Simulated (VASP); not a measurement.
# Be2C (Fm-3m) in VASP: a series of runs

The runs below take Be2C through elastic constants, with PBEsol.

Program: VASP 6.6.1. These are calculated values, not measurements. Logs are shortened: lines on timing, memory, paths and dates and some standing lists are left out, and cuts for length are marked.

## 1. The cell of the first run

Symmetry: Fm-3m, No. 225, cubic system. Conventional cell: a = 4.284 Å, b = 4.284 Å, c = 4.284 Å, α = 90.00°, β = 90.00°, γ = 90.00°. Be (site symmetry -43m) has 4 C at 1.85 Å and 6 Be at 2.14 Å within 2.5 Å. C (site symmetry m-3m) has 8 Be at 1.85 Å within 2.5 Å.

## 2. Elastic constants, PBEsol

The input, INCAR:

```
SYSTEM = Be2C
PREC = Accurate
ENCUT = 600
EDIFF = 1E-8
ISMEAR = 0
SIGMA = 0.01
LREAL = .False.
LASPH = .True.
NELM = 120
ALGO = Normal
ISIF = 3
LWAVE = .False.
LCHARG = .False.
GGA = PS
NBANDS = 11
IBRION = 6
NFREE = 2
POTIM = 0.015
NSW = 1
GGA_COMPAT = .False.
```

The input, KPOINTS:

```
regular mesh
0
Gamma
  8 8 8
  0 0 0
```

The input, POSCAR:

```
Be2C
1.0
    0.0000000000      2.1418346972      2.1418346972
    2.1418346972      0.0000000000      2.1418346972
    2.1418346972      2.1418346972      0.0000000000
Be C
2 1
Direct
    0.2500000000      0.2500000000      0.2500000000
    0.7500000000      0.7500000000      0.7500000000
    0.0000000000      0.0000000000      0.0000000000
```

Potentials or basis: VASP PAW PBE potentials, release 64 (Be, C).

The run is started by

```bash
$ cat potpaw_PBE.64/Be/POTCAR potpaw_PBE.64/C/POTCAR > POTCAR
$ mpirun -np 1 vasp_std > vasp.out
```

OUTCAR:

```text
SYSTEM = Be2C
   PREC = Accurate
   ENCUT = 600
   EDIFF = 1E-8
   ISMEAR = 0
   LREAL = .False.
   LASPH = .True.
   NELM = 120
   ISIF = 3
   GGA = PS
   IBRION = 6
   NFREE = 2
   POTIM = 0.015
   NSW = 1

 ion  position               nearest neighbor table
   1  0.250  0.250  0.250-   3 1.85   3 1.85   3 1.85   3 1.85   2 2.14   2 2.14   2 2.14   2 2.14
                             2 2.14   2 2.14
   2  0.750  0.750  0.750-   3 1.85   3 1.85   3 1.85   3 1.85   1 2.14   1 2.14   1 2.14   1 2.14
                             1 2.14   1 2.14
   3  0.000  0.000  0.000-   2 1.85   2 1.85   2 1.85   1 1.85   2 1.85   1 1.85   1 1.85   1 1.85

  LATTYP: Found a face centered cubic cell.
 ALAT       =     4.2836693944

  Lattice vectors:

 A1 = (   0.0000000000,   2.1418346972,   2.1418346972)
 A2 = (   2.1418346972,   0.0000000000,   2.1418346972)
 A3 = (   2.1418346972,   2.1418346972,   0.0000000000)

Analysis of symmetry for initial positions (statically):
=====================================================================
 Subroutine PRICEL returns:
 Original cell was already a primitive cell.

 Routine SETGRP: Setting up the symmetry group for a
 face centered cubic supercell.

 Subroutine GETGRP returns: Found 48 space group operations
 (whereof 48 operations were pure point group operations)
 out of a pool of 48 trial point group operations.

The static configuration has the point symmetry O_h .

Analysis of symmetry for dynamics (positions and initial velocities):
=====================================================================
 Subroutine PRICEL returns:
 Original cell was already a primitive cell.

 Routine SETGRP: Setting up the symmetry group for a
 face centered cubic supercell.

 Subroutine GETGRP returns: Found 48 space group operations
 (whereof 48 operations were pure point group operations)
 out of a pool of 48 trial point group operations.

The dynamic configuration has the point symmetry O_h .

 Subroutine INISYM returns: Found 48 space group operations
 (whereof 48 operations are pure point group operations),
 and found     1 'primitive' translations

----------------------------------------------------------------------------------------

                                     Primitive cell

  volume of cell :      19.6511

  direct lattice vectors                    reciprocal lattice vectors
     0.000000000  2.141834697  2.141834697    -0.233444719  0.233444719  0.233444719
     2.141834697  0.000000000  2.141834697     0.233444719 -0.233444719  0.233444719
     2.141834697  2.141834697  0.000000000     0.233444719  0.233444719 -0.233444719

  length of vectors
     3.029011677  3.029011677  3.029011677     0.404338115  0.404338115  0.404338115

  position of ions in fractional coordinates (direct lattice)
     0.250000000  0.250000000  0.250000000
     0.750000000  0.750000000  0.750000000
     0.000000000  0.000000000  0.000000000

  ion indices of the primitive-cell ions
   primitive index   ion index
                 1           1
                 2           2
                 3           3

----------------------------------------------------------------------------------------

 KPOINTS: regular mesh

Automatic generation of k-mesh.
[... 121 lines left out ...]
  --------------------------------------------------------------------------------------
  -------------------------------------------------------------------------------------
  Total        0.5655884      0.5655884      0.5655884      0.0000000      0.0000000     -0.0000000
  in kB       46.1129871     46.1129871     46.1129871      0.0000000      0.0000000     -0.0000000
  external PRESSURE =      46.1129871 kB  Pullay stress =       0.0000000 kB
[... 92 lines left out ...]
  FREE ENERGIE OF THE ION-ELECTRON SYSTEM (eV)
  ---------------------------------------------------
  free  energy   TOTEN  =       -18.3890910666 eV

  energy  without entropy=      -18.3890910666  energy(sigma->0) =      -18.38909107

[... ionic steps 4 to 14 ...]

--------------------------------------- Ionic step       15  -------------------------------------------

 number of electron       8.0000000 magnetization

------------------------ aborting loop because EDIFF is reached ----------------------------------------
[... 69 lines left out ...]
--------------------------------------- Ionic step       17  -------------------------------------------

 number of electron       8.0000000 magnetization

 Free energy of the ion-electron system (eV)
  ---------------------------------------------------
  ext. energy  EPLUGINS =         0.00000000
  ---------------------------------------------------
  free energy    TOTEN  =       -18.40468981 eV

  energy without entropy =      -18.40468981  energy(sigma->0) =      -18.40468981

 E-fermi :   8.1356     XC(G=0): -11.6374

 val. band max:        8.0058880826   @ k =   0.0000   0.0000   0.0000
 cond. band min:       9.0770797573   @ k =   0.5000   0.5000   0.0000
 fundamental gap:      1.0711916747
 Fermi energy:         8.1356268026

 k-point     1 :       0.0000    0.0000    0.0000
  band No.  band energies     occupation
      1      -7.2633      2.00000
      2       8.0013      2.00000
      3       8.0013      2.00000
      4       8.0059      2.00000
      5      12.1477      0.00000
      6      12.1517      0.00000
      7      12.1517      0.00000
      8      15.0623      0.00000
      9      21.3338      0.00000
     10      21.3345      0.00000
     11      21.3345      0.00000
[... 309 lines left out ...]
 k-point    24 :      -0.3750    0.2500    0.1250
  band No.  band energies     occupation
      1      -3.8351      2.00000
      2      -0.2692      2.00000
      3       3.7867      2.00000
      4       4.4994      2.00000
      5      13.1753      0.00000
      6      14.7370      0.00000
      7      18.0542      0.00000
      8      18.8170      0.00000
      9      20.3801      0.00000
     10      21.9767      0.00000
     11      25.8468      0.00000

 [... further k-points ...]

------------------------ aborting loop because EDIFF is reached ----------------------------------------

  FORCE on cell =-STRESS in cart. coord.  units (eV):
  Direction    XX          YY          ZZ          XY          YZ          ZX
  --------------------------------------------------------------------------------------
  -------------------------------------------------------------------------------------
  Total        0.5693844      0.5693334      0.5693334      0.0000000      0.0000000      0.0000000
  in kB       46.4224779     46.4183204     46.4183204      0.0000000      0.0000000      0.0000000
  external PRESSURE =      46.4197062 kB  Pullay stress =       0.0000000 kB
[... 18 lines left out ...]
  FREE ENERGIE OF THE ION-ELECTRON SYSTEM (eV)
  ---------------------------------------------------
  free  energy   TOTEN  =       -18.4046898129 eV

  energy  without entropy=      -18.4046898129  energy(sigma->0) =      -18.40468981

 INTERNAL STRAIN TENSORS FROM STRAINED CELLS
 ============================================

 INTERNAL STRAIN TENSOR FOR ION    1 for displacements in x,y,z  (eV/Angst):
          X           Y           Z          XY          YZ          ZX
  --------------------------------------------------------------------------------
  x     0.00000     0.00000     0.00000    -0.00000     1.03198    -0.00000
  y     0.00000     0.00000     0.00000    -0.00000     0.00000     1.03152
  z    -0.00000     0.00000     0.00000     1.03204     0.00000    -0.00000

 INTERNAL STRAIN TENSORS FROM DISPLACED ATOMS
 ============================================

 INTERNAL STRAIN TENSOR FOR ION    1 for displacements in x,y,z  (eV/Angst):
          X           Y           Z          XY          YZ          ZX
  --------------------------------------------------------------------------------
  x     0.00000     0.00000     0.00000     0.00000     1.02809     0.00000
  y     0.00000     0.00000     0.00000     0.00000     0.00000     1.02809
  z     0.00000     0.00000     0.00000     1.02809     0.00000     0.00000

 INTERNAL STRAIN TENSOR FOR ION    3 for displacements in x,y,z  (eV/Angst):
          X           Y           Z          XY          YZ          ZX
  --------------------------------------------------------------------------------
  x     0.00000     0.00000     0.00000     0.00000     0.00000     0.00000
  y     0.00000     0.00000     0.00000     0.00000     0.00000     0.00000
  z     0.00000     0.00000     0.00000     0.00000     0.00000     0.00000

 Eigenvectors and eigenvalues of the dynamical matrix
 ----------------------------------------------------

   1 f  =   21.797208 THz   136.955894 2PiTHz  727.076581 cm-1    90.145966 meV
             X         Y         Z           dx          dy          dz
      1.070917  1.070917  1.070917    -0.057380   -0.704775    0.000000
      3.212752  3.212752  3.212752     0.057380    0.704775   -0.000000
      0.000000  0.000000  0.000000     0.000000    0.000000    0.000000
[... 43 lines left out ...]
   9 f/i=    0.000580 THz     0.003643 2PiTHz    0.019342 cm-1     0.002398 meV
             X         Y         Z           dx          dy          dz
      1.070917  1.070917  1.070917    -0.242845    0.387348   -0.301769
      3.212752  3.212752  3.212752    -0.242845    0.387348   -0.301769
      0.000000  0.000000  0.000000    -0.280323    0.447127   -0.348341

--------------------------------------------------------------------------------------------------------

 ELASTIC MODULI CONTR FROM IONIC RELAXATION (kBar)
 Direction    XX          YY          ZZ          XY          YZ          ZX
 --------------------------------------------------------------------------------
 XX          -0.0000     -0.0000     -0.0000     -0.0000     -0.0000     -0.0000
 YY          -0.0000     -0.0000     -0.0000     -0.0000     -0.0000     -0.0000
 ZZ          -0.0000     -0.0000     -0.0000     -0.0000     -0.0000     -0.0000
 XY          -0.0000     -0.0000     -0.0000     -9.8366     -0.0000     -0.0000
 YZ          -0.0000     -0.0000     -0.0000     -0.0000     -9.8366     -0.0000
 ZX          -0.0000     -0.0000     -0.0000     -0.0000     -0.0000     -9.8366
 --------------------------------------------------------------------------------

 TOTAL ELASTIC MODULI (kBar)
 Direction    XX          YY          ZZ          XY          YZ          ZX
 --------------------------------------------------------------------------------
 XX        5998.6127    243.1054    243.1054     -0.0000      0.0000     -0.0000
 YY         243.1054   5998.6127    243.1054     -0.0000      0.0000      0.0000
 ZZ         243.1054    243.1054   5998.6127     -0.0000     -0.0000     -0.0000
 XY          -0.0000     -0.0000     -0.0000   2252.4098     -0.0000     -0.0000
 YZ           0.0000      0.0000     -0.0000     -0.0000   2252.4098     -0.0000
 ZX          -0.0000      0.0000     -0.0000     -0.0000     -0.0000   2252.4098
 --------------------------------------------------------------------------------
```

Wall time 4.3 min (1 thread of AMD EPYC 7R43 (Zen 3), shared host); peak memory 0.15 GiB.

What came out:

| Property | Result |
| --- | --- |
| Elastic constants C11, C12, C44 | 600, 24, 225 GPa |
| Voigt bulk modulus | 216 GPa |
| Highest phonon frequency at Γ | 727 cm⁻¹ |

Phonon frequencies in cm⁻¹ (negative: imaginary):
| q point | frequencies |
| --- | --- |
| (0.000, 0.000, 0.000) | 0 0 0 679 679 679 727 727 727 |

Elastic tensor in Voigt notation (GPa, in the Cartesian axes of the cell as first typed):
```
600  24  24   0   0   0
 24 600  24   0   0   0
 24  24 600   0   0   0
  0   0   0 225   0   0
  0   0   0   0 225   0
  0   0   0   0   0 225
```

Clamped-ion elastic tensor (GPa):
```
600  24  24   0   0   0
 24 600  24   0   0   0
 24  24 600   0   0   0
  0   0   0 226   0   0
  0   0   0   0 226   0
  0   0   0   0   0 226
```

Caveat: the cell is under stress, which shifts elastic constants; the PAW data sets were made with another functional, which shifts forces and pressure a little.

## 3. Elastic constants, PBEsol

This run uses another cell than the first one, of 6.61 Å³/atom.

The input, INCAR:

```
SYSTEM = Be2C
PREC     = Accurate       ! precision mode
ENCUT    = 600            ! plane-wave cutoff, eV
EDIFF    = 1E-8           ! SCF threshold, eV
ISMEAR   = 0              ! smearing method
SIGMA    = 0.01           ! smearing width, eV
LREAL    = .FALSE.        ! projectors in reciprocal space
LASPH    = .TRUE.         ! aspherical terms in the spheres
NELM     = 120            ! most SCF steps
ALGO     = Normal         ! electronic algorithm
ISIF     = 3              ! what is computed and relaxed
LWAVE    = .FALSE.        ! write WAVECAR
LCHARG   = .FALSE.        ! write CHGCAR
GGA      = PS             ! functional
NBANDS   = 11             ! bands
IBRION   = 6              ! ionic algorithm
NFREE    = 2            
POTIM    = 0.015          ! step
NSW      = 1              ! ionic steps
GGA_COMPAT= .FALSE.
```

The input, KPOINTS:

```
Automatic mesh
0
G
  8 8 8
  0 0 0
```

The input, POSCAR:

```
Be2C
1.0
    0.0000000000      2.1484917799      2.1484917799
    2.1484917799      0.0000000000      2.1484917799
    2.1484917799      2.1484917799      0.0000000000
Be C
2 1
Direct
    0.2500000000      0.2500000000      0.2500000000
    0.7500000000      0.7500000000      0.7500000000
    0.0000000000      0.0000000000      0.0000000000
```

Potentials or basis: VASP PAW PBE potentials, release 64 (Be, C).

The run is started by

```bash
$ cat potpaw_PBE.64/Be/POTCAR potpaw_PBE.64/C/POTCAR > POTCAR
$ mpirun -np 1 vasp_std > vasp.out
```

It took 4 min on 1 thread of AMD EPYC 7R43 (Zen 3), shared host; peak memory 0.16 GiB.

The run converged. Its results:

| Quantity | Value |
| --- | --- |
| Elastic constants C11, C12, C44 | 590, 22, 219 GPa |
| Voigt bulk modulus | 211 GPa |
| Highest phonon frequency at Γ | 719 cm⁻¹ |

Phonon frequencies in cm⁻¹ (negative: imaginary):
```csv
q point,frequencies
"(0.000, 0.000, 0.000)",0 0 0 668 668 668 719 719 719
```

Elastic tensor in Voigt notation (GPa, in the Cartesian axes of the cell as first typed):
```
590  22  22   0   0   0
 22 590  22   0   0   0
 22  22 590   0   0   0
  0   0   0 219   0   0
  0   0   0   0 219   0
  0   0   0   0   0 219
```

Clamped-ion elastic tensor (GPa):
```
590  22  22   0   0   0
 22 590  22   0   0   0
 22  22 590   0   0   0
  0   0   0 221   0   0
  0   0   0   0 221   0
  0   0   0   0   0 221
```

Caveat: the cell is under stress, which shifts elastic constants; the PAW data sets were made with another functional, which shifts forces and pressure a little.

(Part 1 of 2 ends here.)
